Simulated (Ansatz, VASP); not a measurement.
Zr in VASP and in Ansatz

INCAR

```
SYSTEM = Zr
PREC = Accurate
ENCUT = 520
EDIFF = 1E-6
ISMEAR = -1
SIGMA = 0.05
LREAL = .FALSE.
LASPH = .TRUE.
NELM = 150
ALGO = Fast
ISIF = 2
LWAVE = .FALSE.
LCHARG = .TRUE.
LNONCOLLINEAR = .TRUE.
MAGMOM = 0 0 0 0 0 0
LORBIT = 11
LSORBIT = .TRUE.
GGA_COMPAT = .FALSE.
LORBMOM = .TRUE.
LMAXMIX = 4
GGA = PE
LVHAR = .TRUE.
NBANDS = 36
```

Contents of KPOINTS:

```
regular mesh
0
G
  7 7 4
  0 0 0
```

File POSCAR:

```
Zr
1.0
    3.2320000000      0.0000000000      0.0000000000
   -1.6160000000      2.7989941050      0.0000000000
    0.0000000000      0.0000000000      5.1470000000
Zr
2
Direct
    0.6666666667      0.3333333333      0.7500000000
    0.3333333333      0.6666666667      0.2500000000
```

The input input.yaml:

```yaml
crystal:
  lattice:
    - [3.232, 0.0, 0.0]
    - [-1.616, 2.798994105, 0.0]
    - [0.0, 0.0, 5.147]
  atoms:
    - { symbol: Zr, position: [0.6666666667, 0.3333333333, 0.75] }
    - { symbol: Zr, position: [0.3333333333, 0.6666666667, 0.25] }
kpoints:
  mp_grid: { grid: [7, 7, 4] }
  band_path:
    path:
      - [0.0, 0.0, 0.0]
      - [0.5, 0.0, 0.0]
      - [0.3333333333, 0.3333333333, 0.0]
      - [0.0, 0.0, 0.0]
      - [0.0, 0.0, 0.5]
      - [0.5, 0.0, 0.5]
      - [0.3333333333, 0.3333333333, 0.5]
      - [0.0, 0.0, 0.5]
    npoints: 12
scf:
  occupations: { method: fermi_dirac, width: 0.05 }
hamiltonian:
  xc: pbe
  pseudopotentials: { kind: all_electron, lapw: { basis_error: 0.001 } }
magnetization:
  noncollinear: true
  spin_orbit: true
output:
  forces: true
  stress: true
  eigenvalues: true
```

Alike in both runs: functional PBE; k mesh 7 × 7 × 4; occupations fermi-dirac, width 0.05 eV; non-collinear spin, spin-orbit coupling.

|  | VASP | Ansatz |
| --- | --- | --- |
| version | VASP 6.6.1 | Ansatz 0.2.0 |
| potentials or method | VASP PAW PBE potentials, release 64 (Zr_sv), cutoff 520 eV | all-electron LAPW, relativistic spinors |
| task | single point | band structure |

Ansatz gave:

```
pressure (GPa) : 0.6
```

Q: Estimate VASP's values.

A: Pressure (GPa): 0.5.

Ansatz ran all-electron here, and VASP with PAW potentials.

Noted on Ansatz's run: the k mesh is thin for a metal, which can move the energy by tens of meV per atom.
